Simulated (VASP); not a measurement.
# Ba (Im-3m) in VASP: further runs

Runs on Ba. Level: PBE. Tasks: single point.

Program: VASP 6.6.1. These are calculated values, not measurements. Logs are shortened: lines on timing, memory, paths and dates and some standing lists are left out, and cuts for length are marked.

### 1 The cell of the first run

The structure is cubic, space group Im-3m (No. 229). Conventional cell: a = 5.066 Å, b = 5.066 Å, c = 5.066 Å, α = 90.00°, β = 90.00°, γ = 90.00°. Within 5.8 Å of Ba (site symmetry m-3m) lie 14 Ba at 4.39 to 5.07 Å.

### 2 Single point, PBE (strained)

Input file INCAR:

```
SYSTEM = Ba
ALGO = Normal ; EDIFF = 1E-6
ENCUT = 520 ; GGA = PE
ISIF = 2 ; ISMEAR = 0
LASPH = .TRUE. ; LCHARG = .FALSE.
LREAL = .FALSE. ; LWAVE = .FALSE.
NBANDS = 11 ; NELM = 80
PREC = Accurate ; SIGMA = 0.1
```

Input file KPOINTS:

```
k-points
0
G
  12 12 12
  0 0 0
```

Input file POSCAR:

```
Ba
1.0
   -2.5328000000      2.5328000000      2.5328000000
    2.5328000000     -2.5328000000      2.5328000000
    2.5328000000      2.5328000000     -2.5328000000
Ba
1
Direct
    0.0000000000      0.0000000000      0.0000000000
```

Potentials or basis: VASP PAW PBE potentials, release 64 (Ba_sv).

Launch:

```sh
cat potpaw_PBE.64/Ba_sv/POTCAR > POTCAR
mpirun -np 1 vasp_std > vasp.out
```

OUTCAR:

```text
SYSTEM = Ba
   EDIFF = 1E-6
   ENCUT = 520
   GGA = PE
   ISIF = 2
   ISMEAR = 0
   LASPH = .TRUE.
   LREAL = .FALSE.
   NELM = 80
   PREC = Accurate

 ion  position               nearest neighbor table
   1  0.000  0.000  0.000-

  LATTYP: Found a body centered cubic cell.
 ALAT       =     5.0656000000

  Lattice vectors:

 A1 = (  -2.5328000000,   2.5328000000,   2.5328000000)
 A2 = (   2.5328000000,  -2.5328000000,   2.5328000000)
 A3 = (   2.5328000000,   2.5328000000,  -2.5328000000)

Analysis of symmetry for initial positions (statically):
=====================================================================
 Subroutine PRICEL returns:
 Original cell was already a primitive cell.

 Routine SETGRP: Setting up the symmetry group for a
 body centered cubic supercell.

 Subroutine GETGRP returns: Found 48 space group operations
 (whereof 48 operations were pure point group operations)
 out of a pool of 48 trial point group operations.

The static configuration has the point symmetry O_h .

Analysis of symmetry for dynamics (positions and initial velocities):
=====================================================================
 Subroutine PRICEL returns:
 Original cell was already a primitive cell.

 Routine SETGRP: Setting up the symmetry group for a
 body centered cubic supercell.

 Subroutine GETGRP returns: Found 48 space group operations
 (whereof 48 operations were pure point group operations)
 out of a pool of 48 trial point group operations.

The dynamic configuration has the point symmetry O_h .

 Subroutine INISYM returns: Found 48 space group operations
 (whereof 48 operations are pure point group operations),
 and found     1 'primitive' translations

----------------------------------------------------------------------------------------

                                     Primitive cell

  volume of cell :      64.9924

  direct lattice vectors                    reciprocal lattice vectors
    -2.532800000  2.532800000  2.532800000     0.000000000  0.197409981  0.197409981
     2.532800000 -2.532800000  2.532800000     0.197409981  0.000000000  0.197409981
     2.532800000  2.532800000 -2.532800000     0.197409981  0.197409981  0.000000000

  length of vectors
     4.386938285  4.386938285  4.386938285     0.279179873  0.279179873  0.279179873

  position of ions in fractional coordinates (direct lattice)
     0.000000000  0.000000000  0.000000000

  ion indices of the primitive-cell ions
   primitive index   ion index
                 1           1

----------------------------------------------------------------------------------------

 KPOINTS: k-points

Automatic generation of k-mesh.
 Grid dimensions read from file:
 generate k-points for:   12   12   12

 Generating k-lattice:

  Cartesian coordinates                     Fractional coordinates (reciprocal lattice)
     0.000000000  0.016450832  0.016450832     0.083333333  0.000000000  0.000000000
     0.016450832  0.000000000  0.016450832     0.000000000  0.083333333  0.000000000
     0.016450832  0.016450832  0.000000000     0.000000000  0.000000000  0.083333333

  Length of vectors
     0.023264989  0.023264989  0.023264989

  Shift w.r.t. Gamma in fractional coordinates (k-lattice)
     0.000000000  0.000000000  0.000000000

 Subroutine IBZKPT returns following result:
 ===========================================

 Found     72 irreducible k-points:

 Following reciprocal coordinates:
            Coordinates               Weight
  0.000000  0.000000  0.000000      1.000000
  0.083333  0.000000  0.000000     12.000000
  0.166667  0.000000  0.000000     12.000000
  0.250000  0.000000  0.000000     12.000000
  0.333333  0.000000  0.000000     12.000000
  0.416667  0.000000  0.000000     12.000000
[... 16 lines left out ...]
  0.333333  0.083333  0.083333     24.000000
  0.416667  0.083333  0.083333     12.000000
 [... further k-points ...]
   k-points           NKPTS =     72   k-points in BZ     NKDIM =     72   number of bands    NBANDS=     11
   number of dos      NEDOS =    301   number of ions     NIONS =      1
   total plane-waves  NPLWV =  46656
   dimension x,y,z NGX =    36 NGY =   36 NGZ =   36
   dimension x,y,z NGXF=    72 NGYF=   72 NGZF=   72
   ions per type =               1
   NGX,Y,Z   is equivalent  to a cutoff of  13.64, 13.64, 13.64 a.u.
   NGXF,Y,Z  is equivalent  to a cutoff of  27.28, 27.28, 27.28 a.u.
 SYSTEM =  Ba
   PREC   = accura    normal or accurate (medium, high low for compatibility)
   ISTART =      0    job   : 0-new  1-cont  2-samecut
   ICHARG =      2    charge: 1-file 2-atom 10-const
   ISPIN  =      1    spin polarized calculation?
   LNONCOLLINEAR =      F non collinear calculations
   LSORBIT =      F    spin-orbit coupling
   LASPH  =      T    aspherical Exc in radial PAW
   ENCUT  =  520.0 eV  38.22 Ry    6.18 a.u.   8.16  8.16  8.16*2*pi/ulx,y,z
   NELM   =     80;   NELMIN=  2; NELMDL= -5     # of ELM steps
   EDIFF  = 0.1E-05   stopping-criterion for ELM
   LREAL  =      F    real-space projection
   EDIFFG = 0.1E-04   stopping-criterion for IOM
   NSW    =      0    number of steps for IOM
   IBRION =     -1    ionic relax: 0-MD 1-quasi-New 2-CG
   NFREE  =      0    steps in history (QN), initial steepest desc. (CG)
   ISIF   =      2    stress and relaxation
   ISYM   =      2    0-nonsym 1-usesym 2-fastsym
   POTIM  = 0.5000    time-step for ionic-motion
   TEBEG  =    0.0;   TEEND  =   0.0 temperature during run
   PSTRESS=    0.0 pullay stress
   NELECT =      10.0000    total number of electrons
   NUPDOWN=      -1.0000    fix difference up-down
   EMIN   =  10.00;   EMAX   =-10.00  energy-range for DOS
   EFERMI =   0.00;   METHOD = LEGACY
   ISMEAR =     0;   SIGMA  =   0.10  broadening in eV -4-tet -1-fermi 0-gaus
   EFERMI_NEDOS =   21; number of points for ismear=-14 and -15
   IALGO  =     38    algorithm
   IMIX   =      4    mixing-type and parameters
     AMIX     =   0.40;   BMIX     =  1.00
     AMIX_MAG =   1.60;   BMIX_MAG =  1.00
  volume/ion in A,a.u.               =      64.99       438.59
  Fermi-wavevector in a.u.,A,eV,Ry     =   0.877244  1.657752 10.470469  0.769558
  Thomas-Fermi vector in A             =   1.997166
   LORBIT       =      0    0 simple, 1 ext, 2 COOP (PROOUT), +10 PAW based schemes
   GGA     = PE    functional components
   LHFCALC =     F    Hartree Fock is set to
   AEXX    =    0.0000 exact exchange contribution
   IVDW    =     0    specifies the selected vdW correction
   LEPSILON=     F    determine dielectric tensor
   LRPA    =     F    only Hartree local field effects (RPA)
 non-spin polarized calculation
 Gauss-broadening in eV      SIGMA  =   0.10
  energy-cutoff  :      520.00
  volume of cell :       64.99
 maximum number of plane-waves:      1772
 NGX is ok and might be reduce to    36
   NGX = 17   NGY = 17   NGZ = 17

 number of electron      10.0000000 magnetization

 Free energy of the ion-electron system (eV)
  ---------------------------------------------------
  ext. energy  EPLUGINS =         0.00000000
  ---------------------------------------------------
  free energy    TOTEN  =        -1.91020101 eV

  energy without entropy =       -1.90406027  energy(sigma->0) =       -1.90713064

 E-fermi :   1.5408     XC(G=0):  -7.3106

 val. band max:        1.5341405375   @ k =  -0.4167   0.5000   0.2500
 cond. band min:       1.5767996662   @ k =  -0.4167  -0.4167   0.1667
 fundamental gap:      0.0426591287
 Fermi energy:         1.5408436055

 k-point     1 :       0.0000    0.0000    0.0000
  band No.  band energies     occupation
      1     -27.3943      2.00000
      2     -12.3601      2.00000
      3     -12.3601      2.00000
      4     -12.3601      2.00000
      5      -1.1893      2.00000
      6       3.3397      0.00000
      7       3.3397      0.00000
      8       3.3397      0.00000
      9       4.7000      0.00000
     10       4.7000      0.00000
     11       8.3892      0.00000

 k-point     2 :       0.0833    0.0000    0.0000
  band No.  band energies     occupation
      1     -27.3918      2.00000
      2     -12.3899      2.00000
      3     -12.3693      2.00000
      4     -12.3603      2.00000
      5      -1.0638      2.00000
      6       3.2367      0.00000
      7       3.2844      0.00000
      8       3.4672      0.00000
      9       4.5353      0.00000
     10       4.6924      0.00000
     11       8.5310      0.00000

 k-point     3 :       0.1667    0.0000    0.0000
  band No.  band energies     occupation
      1     -27.3849      2.00000
      2     -12.4696      2.00000
      3     -12.3944      2.00000
      4     -12.3607      2.00000
      5      -0.7108      2.00000
      6       2.9874      0.00000
      7       3.0430      0.00000
      8       3.8436      0.00000
      9       4.3780      0.00000
     10       4.6959      0.00000
     11       8.8086      0.00000

 k-point     4 :       0.2500    0.0000    0.0000
  band No.  band energies     occupation
      1     -27.3755      2.00000
      2     -12.5751      2.00000
      3     -12.4282      2.00000
      4     -12.3613      2.00000
      5      -0.2066      2.00000
      6       2.6835      0.00000
      7       2.7002      0.00000
      8       4.4488      0.00000
      9       4.4625      0.00000
     10       4.7591      0.00000
     11       8.6579      0.00000
[... 239 lines left out ...]
 k-point    22 :       0.2500    0.0833    0.0833
  band No.  band energies     occupation
      1     -27.3643      2.00000
      2     -12.6797      2.00000
      3     -12.4640      2.00000
      4     -12.3871      2.00000
      5       0.5278      2.00000
      6       2.3112      0.00000
      7       2.3205      0.00000
      8       4.7221      0.00000
      9       4.9900      0.00000
     10       5.6434      0.00000
     11       8.3117      0.00000

 k-point    23 :       0.3333    0.0833    0.0833
  band No.  band energies     occupation
      1     -27.3582      2.00000
      2     -12.7299      2.00000
      3     -12.4996      2.00000
      4     -12.3892      2.00000
      5       0.8559      2.00000
      6       2.1917      0.00000
      7       2.4044      0.00000
      8       4.8011      0.00000
      9       5.1631      0.00000
     10       6.3804      0.00000
     11       7.4696      0.00000

 k-point    24 :       0.4167    0.0833    0.0833
  band No.  band energies     occupation
      1     -27.3559      2.00000
      2     -12.7477      2.00000
      3     -12.5131      2.00000
      4     -12.3900      2.00000
      5       0.9354      2.00000
      6       2.1483      0.00000
      7       2.5503      0.00000
      8       4.7801      0.00000
      9       5.2452      0.00000
     10       6.8658      0.00000
     11       7.0000      0.00000

 [... further k-points ...]

------------------------ aborting loop because EDIFF is reached ----------------------------------------

  FORCE on cell =-STRESS in cart. coord.  units (eV):
  Direction    XX          YY          ZZ          XY          YZ          ZX
  --------------------------------------------------------------------------------------
  -------------------------------------------------------------------------------------
  Total       -0.0725788     -0.0725788     -0.0725788      0.0000000      0.0000000     -0.0000000
  in kB       -1.7891945     -1.7891945     -1.7891945      0.0000000      0.0000000     -0.0000000
  external PRESSURE =      -1.7891945 kB  Pullay stress =       0.0000000 kB

 VOLUME and BASIS-vectors are now :
 -----------------------------------------------------------------------------
  energy-cutoff  :      520.00
  volume of cell :       64.99
      direct lattice vectors                 reciprocal lattice vectors
    -2.532800000  2.532800000  2.532800000     0.000000000  0.197409981  0.197409981
     2.532800000 -2.532800000  2.532800000     0.197409981  0.000000000  0.197409981
     2.532800000  2.532800000 -2.532800000     0.197409981  0.197409981  0.000000000

 POSITION                                       TOTAL-FORCE (eV/Angst)
 -----------------------------------------------------------------------------------
      0.00000      0.00000      0.00000        -0.000000      0.000000     -0.000000
 -----------------------------------------------------------------------------------
    total drift:                               -0.000000      0.000000      0.000000

  FREE ENERGIE OF THE ION-ELECTRON SYSTEM (eV)
  ---------------------------------------------------
  free  energy   TOTEN  =        -1.9102010150 eV

  energy  without entropy=       -1.9040602727  energy(sigma->0) =       -1.90713064
```

It took 46 s on 1 thread of Intel Xeon 8259CL, shared host; peak memory 0.22 GiB.

Results:

- Free energy: -1.9102 eV
- Pressure: -0.2 GPa
- Band gap on the k mesh: zero (bands 5 and 6 overlap by 1.00 eV)

Caveat: the cell differs from its parent crystal (strained); spin-orbit coupling is left out, which moves the levels of the heavy elements.

### 3 Single point, PBE (strained)

Input file INCAR:

```
SYSTEM = Ba
PREC = Accurate ; ENCUT = 520
EDIFF = 1E-6 ; ISMEAR = 0
SIGMA = 0.1 ; LREAL = .False.
LASPH = .True. ; NELM = 80
ALGO = Normal ; ISIF = 2
LWAVE = .False. ; LCHARG = .True.
GGA = PE ; LELF = .True.
LVHAR = .True. ; NBANDS = 11
```

Input file KPOINTS:

```
regular mesh
0
Gamma
  12 12 12
  0 0 0
```

Input file POSCAR:

```
Ba
1.0
   -2.5367250000      2.5367250000      2.5367250000
    2.5367250000     -2.5367250000      2.5367250000
    2.5367250000      2.5367250000     -2.5367250000
Ba
1
Direct
    0.0000000000      0.0000000000      0.0000000000
```

Potentials or basis: VASP PAW PBE potentials, release 64 (Ba_sv).

Launch:

```sh
cat potpaw_PBE.64/Ba_sv/POTCAR > POTCAR
mpirun -np 1 vasp_std > vasp.out
```

OUTCAR:

```text
SYSTEM = Ba
   PREC = Accurate
   ENCUT = 520
   EDIFF = 1E-6
   ISMEAR = 0
   LREAL = .False.
   LASPH = .True.
   NELM = 80
   ISIF = 2
   GGA = PE

 ion  position               nearest neighbor table
   1  0.000  0.000  0.000-

  LATTYP: Found a body centered cubic cell.
 ALAT       =     5.0734500000

  Lattice vectors:

 A1 = (  -2.5367250000,   2.5367250000,   2.5367250000)
 A2 = (   2.5367250000,  -2.5367250000,   2.5367250000)
 A3 = (   2.5367250000,   2.5367250000,  -2.5367250000)

Analysis of symmetry for initial positions (statically):
=====================================================================
 Subroutine PRICEL returns:
 Original cell was already a primitive cell.

 Routine SETGRP: Setting up the symmetry group for a
 body centered cubic supercell.

 Subroutine GETGRP returns: Found 48 space group operations
 (whereof 48 operations were pure point group operations)
 out of a pool of 48 trial point group operations.

The static configuration has the point symmetry O_h .

Analysis of symmetry for dynamics (positions and initial velocities):
=====================================================================
 Subroutine PRICEL returns:
 Original cell was already a primitive cell.

 Routine SETGRP: Setting up the symmetry group for a
 body centered cubic supercell.

 Subroutine GETGRP returns: Found 48 space group operations
 (whereof 48 operations were pure point group operations)
 out of a pool of 48 trial point group operations.

The dynamic configuration has the point symmetry O_h .

 Subroutine INISYM returns: Found 48 space group operations
 (whereof 48 operations are pure point group operations),
 and found     1 'primitive' translations

----------------------------------------------------------------------------------------

                                     Primitive cell

  volume of cell :      65.2950

[... 111 lines left out ...]
   GGA     = PE    functional components
   LHFCALC =     F    Hartree Fock is set to
   AEXX    =    0.0000 exact exchange contribution
   IVDW    =     0    specifies the selected vdW correction
   LEPSILON=     F    determine dielectric tensor
   LRPA    =     F    only Hartree local field effects (RPA)
 non-spin polarized calculation
 Gauss-broadening in eV      SIGMA  =   0.10
  energy-cutoff  :      520.00
  volume of cell :       65.30
 maximum number of plane-waves:      1776
 NGX is ok and might be reduce to    36
   NGX = 17   NGY = 17   NGZ = 17

 number of electron      10.0000000 magnetization

 Free energy of the ion-electron system (eV)
  ---------------------------------------------------
  ext. energy  EPLUGINS =         0.00000000
  ---------------------------------------------------
  free energy    TOTEN  =        -1.90983394 eV

  energy without entropy =       -1.90371530  energy(sigma->0) =       -1.90677462

 E-fermi :   1.5258     XC(G=0):  -7.2960

 val. band max:        1.5207740939   @ k =  -0.4167   0.5000   0.2500
 cond. band min:       1.5624399788   @ k =  -0.4167  -0.4167   0.1667
 fundamental gap:      0.0416658849
 Fermi energy:         1.5258386036

 k-point     1 :       0.0000    0.0000    0.0000
  band No.  band energies     occupation
      1     -27.4175      2.00000
      2     -12.3856      2.00000
      3     -12.3856      2.00000
      4     -12.3856      2.00000
      5      -1.2016      2.00000
      6       3.3194      0.00000
      7       3.3194      0.00000
      8       3.3194      0.00000
      9       4.6738      0.00000
     10       4.6738      0.00000
     11       8.3608      0.00000
[... 309 lines left out ...]
 k-point    24 :       0.4167    0.0833    0.0833
  band No.  band energies     occupation
      1     -27.3799      2.00000
      2     -12.7672      2.00000
      3     -12.5363      2.00000
      4     -12.4149      2.00000
      5       0.9218      2.00000
      6       2.1333      0.00000
      7       2.5242      0.00000
      8       4.7514      0.00000
      9       5.2149      0.00000
     10       6.8257      0.00000
     11       6.9546      0.00000

 [... further k-points ...]

------------------------ aborting loop because EDIFF is reached ----------------------------------------

  FORCE on cell =-STRESS in cart. coord.  units (eV):
  Direction    XX          YY          ZZ          XY          YZ          ZX
  --------------------------------------------------------------------------------------
  -------------------------------------------------------------------------------------
  Total       -0.0882704     -0.0882704     -0.0882704     -0.0000000     -0.0000000     -0.0000000
  in kB       -2.1659343     -2.1659343     -2.1659343     -0.0000000     -0.0000000     -0.0000000
  external PRESSURE =      -2.1659343 kB  Pullay stress =       0.0000000 kB

 VOLUME and BASIS-vectors are now :
 -----------------------------------------------------------------------------
  energy-cutoff  :      520.00
  volume of cell :       65.30
      direct lattice vectors                 reciprocal lattice vectors
    -2.536725000  2.536725000  2.536725000     0.000000000  0.197104534  0.197104534
     2.536725000 -2.536725000  2.536725000     0.197104534  0.000000000  0.197104534
     2.536725000  2.536725000 -2.536725000     0.197104534  0.197104534  0.000000000

 POSITION                                       TOTAL-FORCE (eV/Angst)
 -----------------------------------------------------------------------------------
      0.00000      0.00000      0.00000        -0.000000      0.000000      0.000000
 -----------------------------------------------------------------------------------
    total drift:                               -0.000000      0.000000      0.000000

  FREE ENERGIE OF THE ION-ELECTRON SYSTEM (eV)
  ---------------------------------------------------
  free  energy   TOTEN  =        -1.9098339394 eV

  energy  without entropy=       -1.9037153009  energy(sigma->0) =       -1.90677462
```

Run time: 52 s. Hardware: 1 thread of Intel Xeon 8259CL, shared host; peak memory 0.22 GiB.

Results:

```
Free energy            : -1.9098 eV
Pressure               : -0.2 GPa
Band gap on the k mesh : zero (bands 5 and 6 overlap by 0.99 eV)
```

Caveat: the cell differs from its parent crystal (strained); spin-orbit coupling is left out, which moves the levels of the heavy elements.

[end of part 1 of 2]

The gap in the log of VASP goes by the Fermi energy; the results here count the filled bands.